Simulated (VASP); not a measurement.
Input of a VASP 6.6.1 run:

Contents of INCAR:

```
PREC = Accurate
ENCUT = 700
EDIFF = 1E-6
ISMEAR = -1
SIGMA = 0.05
LREAL = F
LASPH = T
NELM = 200
ALGO = Normal
ISIF = 2
LWAVE = F
LCHARG = T
ISPIN = 2
MAGMOM = 1 0
LORBIT = 11
LMAXMIX = 4
GGA = B5
ALDAX = 1.0
AGGAX = 1.0
AGGAC = 1.0
ALDAC = 0.0
IVDW = 12
VDW_S6 = 1.0
VDW_S8 = 2.6996
VDW_A1 = 0.4298
VDW_A2 = 4.2359
LELF = T
LVHAR = T
NBANDS = 23
GGA_COMPAT = F
```

The input KPOINTS:

```
Automatic mesh
0
Gamma
  11 11 11
```

POSCAR

```
NiO
1.0
    0.0000000000      2.0433202721      2.0433202721
    2.0433202721      0.0000000000      2.0433202721
    2.0433202721      2.0433202721      0.0000000000
Ni O
1 1
Direct
    0.0000000000      0.0000000000      0.0000000000
    0.5000000000      0.5000000000      0.5000000000
```

Potentials or basis: VASP PAW PBE potentials, release 64 (Ni_sv_GW, O).

Command:

```console
$ cat potpaw_PBE.64/Ni_sv_GW/POTCAR potpaw_PBE.64/O/POTCAR > POTCAR
$ mpirun -np 1 vasp_std > vasp.out
```

(1) What does it give for the net moment?

(2) What does it give for the pressure?

(3) Estimate the site moments.

(4) Estimate the dispersion energy per atom.

## Answers

(1) 1.46 μB per cell.

(2) 21.3 GPa.

(3) Ni +1.22; O +0.21 μB.

(4) -0.591 eV.

Caveat: the cell stands under pressure; the PAW data sets were made with another functional, which shifts forces and pressure a little; a cell with one magnetic atom can't hold antiferromagnetic order, which such compounds often take.
